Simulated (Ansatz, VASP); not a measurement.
# Two plane-wave programs on Cu

File INCAR:

```
SYSTEM = Cu
  PREC = Accurate
  ENCUT = 520
  EDIFF = 1E-7
  ISMEAR = -1
  SIGMA = 0.1
  LREAL = .FALSE.
  LASPH = .TRUE.
  NELM = 100
  ALGO = Normal
  ISIF = 2
  LWAVE = .FALSE.
  LCHARG = .FALSE.
  GGA = RE
  NBANDS = 12
```

KPOINTS

```
Automatic mesh
0
G
  14 14 14
  0 0 0
```

Contents of POSCAR:

```
Cu
1.0
    2.4619646417      0.0000000000      0.0000000000
    0.0000000000      2.4619646417      0.0000000000
    0.0000000000      0.0000000000      2.4619646417
Cu
1
Direct
    0.0000000000      0.0000000000      0.0000000000
```

Input for Ansatz:

```yaml
crystal:
  lattice:
    - [2.4619646417, 0.0, 0.0]
    - [0.0, 2.4619646417, 0.0]
    - [0.0, 0.0, 2.4619646417]
  atoms:
    - { symbol: Cu, position: [0.0, 0.0, 0.0] }
hamiltonian:
  xc: revpbe
  pseudopotentials:
    kind: paw
    azcp:
      Cu: "pseudopotentials/Cu.paw.azcp"
basis:
  ecutwfc: 420
  fft_grid_basis: typed
kpoints:
  mp_grid: { grid: [14, 14, 14], shift: [0, 0, 0] }
magnetization:
  spin_polarized: false
scf:
  occupations: { method: fermi_dirac, width: 0.1 }
  lower_state_search: "off"
output:
  stress: true
```

Alike in both runs: task single point; functional revPBE; k mesh 14 × 14 × 14; occupations fermi-dirac, width 0.1 eV; no spin polarisation.

```csv
,VASP,Ansatz
version,VASP 6.6.1,Ansatz 0.2.0
potentials or method,"VASP PAW PBE potentials, release 64 (Cu), cutoff 520 eV","plane waves (420 eV) with PAW, scalar-relativistic"
valence electrons in the cell,11,19
```

Ansatz gave:

| Item | Value |
| --- | --- |
| pressure (GPa) | -3.3 |

Task: Which values does VASP return?

Result: Pressure (GPa): -3.0.

VASP's potentials were made for PBE, not for revPBE. VASP's potentials hold 11 valence electrons a cell and Ansatz's 19, so a difference there can come from the potentials and not from the codes.
